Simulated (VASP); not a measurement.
The system is Ni3Hg.

```
Ni Hg
1.0
     3.74491    0.00000    0.00000
     0.00000    3.74491    0.00000
     0.00000    0.00000    3.74491
Ni Hg
3 1
Direct
  0.00000 0.50000 0.50000
  0.50000 0.00000 0.50000
  0.50000 0.50000 0.00000
  0.00000 0.00000 0.00000
```

Program: VASP 6.6.1. Alike in all runs: task single point; potentials or basis VASP PAW PBE potentials, release 64 (Ni, Hg); spin collinear, ferromagnetic start; cell as given; k mesh 6 × 6 × 6; cutoff (eV) 600; smearing fermi-dirac 0.15 eV.

Question: Order these runs on this cell by their pressure, lowest first.
A. level revPBE
B. level BLYP
C. level PBEsol

Answer: C (-6.0 GPa), A (5.8 GPa), B (11.8 GPa).

Caveats: the PAW data sets were made with another functional, which shifts forces and pressure a little; the cell stands under pressure (at least some runs); the cell stands under tension (at least some runs).
